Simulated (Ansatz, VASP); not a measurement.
## AlNi in VASP and in Ansatz

```
Al Ni
1.0
     0.00000   -2.86182    0.00000
     0.00000    0.00000   -2.86182
     8.58547   -0.71546   -0.71546
Al Ni
3 3
Direct
  0.97917 0.97917 0.08333
  0.89583 0.89583 0.41667
  0.81250 0.81250 0.75000
  0.27083 0.27083 0.91667
  0.43750 0.43750 0.25000
  0.35417 0.35417 0.58333
```

Alike in both runs: task single point; functional PBEsol; k mesh 15 × 15 × 5; occupations gaussian, width 0.15 eV; no spin polarisation.

|  | VASP | Ansatz |
| --- | --- | --- |
| version | VASP 6.6.1 | Ansatz 0.2.0 |
| potentials or method | VASP PAW PBE potentials, release 64 (Al, Ni), cutoff 520 eV | scalar-relativistic, plane waves, PAW |
| valence electrons in the cell | 39 | 63 |

Ansatz gave:

* gap on the k mesh at the Fermi level (eV): none
* pressure (GPa): 13.9
* traceless stress, the component that is largest in VASP (GPa): 18.31
* rms of the force components (eV/Å): 3.718

What did VASP give for the same quantities?

gap on the k mesh at the Fermi level (eV): none; pressure (GPa): 14.0; traceless stress, the component that is largest in VASP (GPa): 18.18; rms of the force components (eV/Å): 3.694.

VASP's potentials were made for PBE, not for PBEsol, and Ansatz warns of the same on its side. Atom by atom the forces differ by 0.025 eV/Å (rms over components). A gap of «none» marks a metal or a gap that the smearing closes. VASP's potentials hold 39 valence electrons a cell and Ansatz's 63, so a difference there can come from the potentials and not from the codes.
